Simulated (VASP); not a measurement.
Ir2Pt:

```
CELL_PARAMETERS angstrom
4.39388 0.00000 0.00000
-2.19694 3.80521 0.00000
0.00000 0.00000 2.75835
ATOMIC_POSITIONS crystal
Ir 0.33333 0.66667 0.50000
Ir 0.66667 0.33333 0.50000
Pt 0.00000 0.00000 0.00000
```

The cell was built from a structure type or drawn by symmetry, and may not be a known phase.

- Program: VASP 6.6.1
- Task: relaxation of cell and atoms
- Functional: PBE
- Potentials or basis: VASP PAW PBE potentials, release 64 (Ir, Pt)
- Cutoff: 500 eV
- k mesh: 12 × 12 × 16
- Occupations: gaussian, width 0.1 eV
- Spin: no spin polarisation

At the start: pressure -0.3 GPa; volume 15.37 Å³/atom.

Problem. How do energy, volume and symmetry change on relaxing?

Solution. Over 5 steps the energy falls by 2.6 meV/atom and the volume is 15.33 Å³/atom (-0.3 %); space group P6/mmm (No. 191, to 0.1 Å) before and after.

The path:
```
step  energy change (eV)  largest force (eV/Å)  pressure (GPa)  volume (Å³)
   1              0.0000                0.0000           -0.32        46.12
   2             -0.0071                0.0000            0.43        45.91
   3             -0.0079                0.0000            0.20        45.96
   4             -0.0077                0.0000           -0.56        46.08
   5             -0.0079                0.0000            0.02        45.99
```

Final structure:
```yaml
crystal:
  lattice:
    - [4.41442, 0.00000, 0.00000]
    - [-2.20721, 3.82300, 0.00000]
    - [0.00000, 0.00000, 2.72492]
  atoms:
    - { symbol: Ir, position: [0.33333, 0.66667, 0.50000] }
    - { symbol: Ir, position: [0.66667, 0.33333, 0.50000] }
    - { symbol: Pt, position: [0.00000, 0.00000, 0.00000] }
```
